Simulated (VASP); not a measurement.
# LaMg (Pm-3m) in VASP: single point with LDA

Aim: the single point of LaMg with LDA.

Program: VASP 6.6.1. These are calculated values, not measurements. Logs are shortened: lines on timing, memory, paths and dates and some standing lists are left out, and cuts for length are marked.

### Step 1. The cell of the first run

The structure is cubic, space group Pm-3m (No. 221). The conventional cell has a = 3.965 Å, b = 3.965 Å, c = 3.965 Å, α = 90.00°, β = 90.00°, γ = 90.00°. Within 4.5 Å of La (site symmetry m-3m) lie 8 Mg at 3.43 Å and 6 La at 3.96 Å. Mg (site symmetry m-3m) has 8 La at 3.43 Å and 6 Mg at 3.96 Å within 4.5 Å.

### Step 2. Single point, LDA

Input file INCAR:

```
  ALGO = Normal
  EDIFF = 1E-6
  ENCUT = 520
  GGA = CA
  ISIF = 2
  ISMEAR = 0
  LASPH = T
  LCHARG = F
  LREAL = F
  LWAVE = F
  NBANDS = 14
  NELM = 100
  PREC = Accurate
  SIGMA = 0.05
```

Input file KPOINTS:

```
k-points
0
Gamma
  6 6 6
```

Input file POSCAR:

```
LaMg
1.0
    3.9650000000      0.0000000000      0.0000000000
    0.0000000000      3.9650000000      0.0000000000
    0.0000000000      0.0000000000      3.9650000000
La Mg
1 1
Direct
    0.5000000000      0.5000000000      0.5000000000
    0.0000000000      0.0000000000      0.0000000000
```

Potentials or basis: VASP PAW LDA potentials, release 64 (La, Mg).

Launch:

```console
$ cat potpaw_LDA.64/La/POTCAR potpaw_LDA.64/Mg/POTCAR > POTCAR
$ mpirun -np 1 vasp_std > vasp.out
```

OUTCAR:

```text
EDIFF = 1E-6
   ENCUT = 520
   GGA = CA
   ISIF = 2
   ISMEAR = 0
   LASPH = T
   LREAL = F
   NELM = 100
   PREC = Accurate

 ion  position               nearest neighbor table
   1  0.500  0.500  0.500-   2 3.43   2 3.43   2 3.43   2 3.43   2 3.43   2 3.43   2 3.43   2 3.43

   2  0.000  0.000  0.000-   1 3.43   1 3.43   1 3.43   1 3.43   1 3.43   1 3.43   1 3.43   1 3.43

  LATTYP: Found a simple cubic cell.
 ALAT       =     3.9650000000

  Lattice vectors:

 A1 = (   3.9650000000,   0.0000000000,   0.0000000000)
 A2 = (   0.0000000000,   3.9650000000,   0.0000000000)
 A3 = (   0.0000000000,   0.0000000000,   3.9650000000)

Analysis of symmetry for initial positions (statically):
=====================================================================
 Subroutine PRICEL returns:
 Original cell was already a primitive cell.

 Routine SETGRP: Setting up the symmetry group for a
 simple cubic supercell.

 Subroutine GETGRP returns: Found 48 space group operations
 (whereof 48 operations were pure point group operations)
 out of a pool of 48 trial point group operations.

The static configuration has the point symmetry O_h .

Analysis of symmetry for dynamics (positions and initial velocities):
=====================================================================
 Subroutine PRICEL returns:
 Original cell was already a primitive cell.

 Routine SETGRP: Setting up the symmetry group for a
 simple cubic supercell.

 Subroutine GETGRP returns: Found 48 space group operations
 (whereof 48 operations were pure point group operations)
 out of a pool of 48 trial point group operations.

The dynamic configuration has the point symmetry O_h .

 Subroutine INISYM returns: Found 48 space group operations
 (whereof 48 operations are pure point group operations),
 and found     1 'primitive' translations

----------------------------------------------------------------------------------------

                                     Primitive cell

  volume of cell :      62.3347

  direct lattice vectors                    reciprocal lattice vectors
     3.965000000  0.000000000  0.000000000     0.252206810  0.000000000  0.000000000
     0.000000000  3.965000000  0.000000000     0.000000000  0.252206810  0.000000000
     0.000000000  0.000000000  3.965000000     0.000000000  0.000000000  0.252206810

  length of vectors
     3.965000000  3.965000000  3.965000000     0.252206810  0.252206810  0.252206810

  position of ions in fractional coordinates (direct lattice)
     0.500000000  0.500000000  0.500000000
     0.000000000  0.000000000  0.000000000

  ion indices of the primitive-cell ions
   primitive index   ion index
                 1           1
                 2           2

----------------------------------------------------------------------------------------

 KPOINTS: k-points

Automatic generation of k-mesh.
 Grid dimensions read from file:
 generate k-points for:    6    6    6

 Generating k-lattice:

  Cartesian coordinates                     Fractional coordinates (reciprocal lattice)
     0.042034468  0.000000000  0.000000000     0.166666667  0.000000000  0.000000000
     0.000000000  0.042034468  0.000000000     0.000000000  0.166666667  0.000000000
     0.000000000  0.000000000  0.042034468     0.000000000  0.000000000  0.166666667

  Length of vectors
     0.042034468  0.042034468  0.042034468

  Shift w.r.t. Gamma in fractional coordinates (k-lattice)
     0.000000000  0.000000000  0.000000000

 Subroutine IBZKPT returns following result:
 ===========================================

 Found     20 irreducible k-points:

 Following reciprocal coordinates:
            Coordinates               Weight
  0.000000  0.000000  0.000000      1.000000
  0.166667  0.000000  0.000000      6.000000
  0.333333  0.000000  0.000000      6.000000
  0.500000  0.000000  0.000000      3.000000
  0.166667  0.166667  0.000000     12.000000
  0.333333  0.166667  0.000000     24.000000
[... 12 lines left out ...]
  0.500000  0.500000  0.333333      6.000000
  0.500000  0.500000  0.500000      1.000000
   k-points           NKPTS =     20   k-points in BZ     NKDIM =     20   number of bands    NBANDS=     14
   number of dos      NEDOS =    301   number of ions     NIONS =      2
   total plane-waves  NPLWV =  27000
   dimension x,y,z NGX =    30 NGY =   30 NGZ =   30
   dimension x,y,z NGXF=    60 NGYF=   60 NGZF=   60
   ions per type =               1   1
   NGX,Y,Z   is equivalent  to a cutoff of  12.58, 12.58, 12.58 a.u.
   NGXF,Y,Z  is equivalent  to a cutoff of  25.16, 25.16, 25.16 a.u.
 SYSTEM =  unknown system
   PREC   = accura    normal or accurate (medium, high low for compatibility)
   ISTART =      0    job   : 0-new  1-cont  2-samecut
   ICHARG =      2    charge: 1-file 2-atom 10-const
   ISPIN  =      1    spin polarized calculation?
   LNONCOLLINEAR =      F non collinear calculations
   LSORBIT =      F    spin-orbit coupling
   LASPH  =      T    aspherical Exc in radial PAW
   ENCUT  =  520.0 eV  38.22 Ry    6.18 a.u.   7.37  7.37  7.37*2*pi/ulx,y,z
   NELM   =    100;   NELMIN=  2; NELMDL= -5     # of ELM steps
   EDIFF  = 0.1E-05   stopping-criterion for ELM
   LREAL  =      F    real-space projection
   EDIFFG = 0.1E-04   stopping-criterion for IOM
   NSW    =      0    number of steps for IOM
   IBRION =     -1    ionic relax: 0-MD 1-quasi-New 2-CG
   NFREE  =      0    steps in history (QN), initial steepest desc. (CG)
   ISIF   =      2    stress and relaxation
   ISYM   =      2    0-nonsym 1-usesym 2-fastsym
   POTIM  = 0.5000    time-step for ionic-motion
   TEBEG  =    0.0;   TEEND  =   0.0 temperature during run
   PSTRESS=    0.0 pullay stress
   NELECT =      13.0000    total number of electrons
   NUPDOWN=      -1.0000    fix difference up-down
   EMIN   =  10.00;   EMAX   =-10.00  energy-range for DOS
   EFERMI =   0.00;   METHOD = LEGACY
   ISMEAR =     0;   SIGMA  =   0.05  broadening in eV -4-tet -1-fermi 0-gaus
   EFERMI_NEDOS =   21; number of points for ismear=-14 and -15
   IALGO  =     38    algorithm
   IMIX   =      4    mixing-type and parameters
     AMIX     =   0.40;   BMIX     =  1.00
     AMIX_MAG =   1.60;   BMIX_MAG =  1.00
  volume/ion in A,a.u.               =      31.17       210.33
  Fermi-wavevector in a.u.,A,eV,Ry     =   0.970836  1.834615 12.823811  0.942523
  Thomas-Fermi vector in A             =   2.101004
   LORBIT       =      0    0 simple, 1 ext, 2 COOP (PROOUT), +10 PAW based schemes
   GGA     = CA    functional components
   LHFCALC =     F    Hartree Fock is set to
   AEXX    =    0.0000 exact exchange contribution
   IVDW    =     0    specifies the selected vdW correction
   LEPSILON=     F    determine dielectric tensor
   LRPA    =     F    only Hartree local field effects (RPA)
 non-spin polarized calculation
 Gauss-broadening in eV      SIGMA  =   0.05
  energy-cutoff  :      520.00
  volume of cell :       62.33
 maximum number of plane-waves:      1743
 NGX is ok and might be reduce to    30
   NGX = 15   NGY = 15   NGZ = 15

 number of electron      12.9999998 magnetization

 Free energy of the ion-electron system (eV)
  ---------------------------------------------------
  ext. energy  EPLUGINS =         0.00000000
  ---------------------------------------------------
  free energy    TOTEN  =        -7.54352135 eV

  energy without entropy =       -7.53885789  energy(sigma->0) =       -7.54118962

 E-fermi :   5.2241     XC(G=0):  -9.2225

 val. band max:        5.2086579930   @ k =   0.3333   0.0000   0.0000
 cond. band min:       5.2806464478   @ k =   0.3333   0.1667   0.1667
 fundamental gap:      0.0719884548
 Fermi energy:         5.2240931306

 k-point     1 :       0.0000    0.0000    0.0000
  band No.  band energies     occupation
      1     -27.5578      2.00000
      2     -11.0608      2.00000
      3     -11.0608      2.00000
      4     -11.0608      2.00000
      5       0.4954      2.00000
      6       4.7054      2.00000
      7       4.7054      2.00000
      8       6.7214      0.00000
      9       6.7214      0.00000
     10       6.7214      0.00000
     11       6.7827      0.00000
     12       6.7827      0.00000
     13       6.7827      0.00000
     14       6.9477      0.00000

 k-point     2 :       0.1667    0.0000    0.0000
  band No.  band energies     occupation
      1     -27.5491      2.00000
      2     -11.1928      2.00000
      3     -11.0491      2.00000
      4     -11.0491      2.00000
      5       0.8650      2.00000
      6       4.8502      2.00000
      7       4.8556      2.00000
      8       6.5940      0.00000
      9       6.7113      0.00000
     10       6.7113      0.00000
     11       6.7385      0.00000
     12       6.7872      0.00000
     13       6.7872      0.00000
     14       6.9271      0.00000

 k-point     3 :       0.3333    0.0000    0.0000
  band No.  band energies     occupation
      1     -27.5316      2.00000
      2     -11.4433      2.00000
      3     -11.0254      2.00000
      4     -11.0254      2.00000
      5       1.8220      2.00000
      6       4.4160      2.00000
      7       5.2087      1.33758
      8       6.5877      0.00000
      9       6.5995      0.00000
     10       6.6385      0.00000
     11       6.6385      0.00000
     12       6.7955      0.00000
     13       6.7955      0.00000
     14       6.8891      0.00000
[... 256 lines left out ...]
 k-point    19 :       0.5000    0.5000    0.3333
  band No.  band energies     occupation
      1     -27.4643      2.00000
      2     -11.4313      2.00000
      3     -11.4313      2.00000
      4     -11.3072      2.00000
      5       3.2388      2.00000
      6       4.0953      2.00000
      7       4.0953      2.00000
      8       6.0318      0.00000
      9       6.6952      0.00000
     10       6.7765      0.00000
     11       6.7765      0.00000
     12       6.9842      0.00000
     13       6.9842      0.00000
     14       6.9943      0.00000

 k-point    20 :       0.5000    0.5000    0.5000
  band No.  band energies     occupation
      1     -27.4560      2.00000
      2     -11.4142      2.00000
      3     -11.4142      2.00000
      4     -11.4142      2.00000
      5       3.7591      2.00000
      6       3.7591      2.00000
      7       3.7591      2.00000
      8       5.4379      0.00000
      9       6.7860      0.00000
     10       6.7860      0.00000
     11       6.7860      0.00000
     12       6.9856      0.00000
     13       6.9856      0.00000
     14       6.9856      0.00000

------------------------ aborting loop because EDIFF is reached ----------------------------------------

  FORCE on cell =-STRESS in cart. coord.  units (eV):
  Direction    XX          YY          ZZ          XY          YZ          ZX
  --------------------------------------------------------------------------------------
  -------------------------------------------------------------------------------------
  Total       -1.0509125     -1.0509125     -1.0509125     -0.0000000     -0.0000000     -0.0000000
  in kB      -27.0114284    -27.0114284    -27.0114284     -0.0000000     -0.0000000     -0.0000000
  external PRESSURE =     -27.0114284 kB  Pullay stress =       0.0000000 kB

 VOLUME and BASIS-vectors are now :
 -----------------------------------------------------------------------------
  energy-cutoff  :      520.00
  volume of cell :       62.33
      direct lattice vectors                 reciprocal lattice vectors
     3.965000000  0.000000000  0.000000000     0.252206810  0.000000000  0.000000000
     0.000000000  3.965000000  0.000000000     0.000000000  0.252206810  0.000000000
     0.000000000  0.000000000  3.965000000     0.000000000  0.000000000  0.252206810

 POSITION                                       TOTAL-FORCE (eV/Angst)
 -----------------------------------------------------------------------------------
      1.98250      1.98250      1.98250         0.000000      0.000000      0.000000
      0.00000      0.00000      0.00000         0.000000      0.000000      0.000000
 -----------------------------------------------------------------------------------
    total drift:                                0.000000      0.000000     -0.000000

  FREE ENERGIE OF THE ION-ELECTRON SYSTEM (eV)
  ---------------------------------------------------
  free  energy   TOTEN  =        -7.5435213473 eV

  energy  without entropy=       -7.5388578945  energy(sigma->0) =       -7.54118962
```

Run time: 11 s. Hardware: 1 thread of AMD EPYC 7R13 (Zen 3), shared host; peak memory 0.14 GiB.

What came out:

| Quantity | Value |
| --- | --- |
| Free energy | -7.5435 eV |
| Pressure | -2.7 GPa |

Caveat: spin-orbit coupling is left out, which moves the levels of the heavy elements.
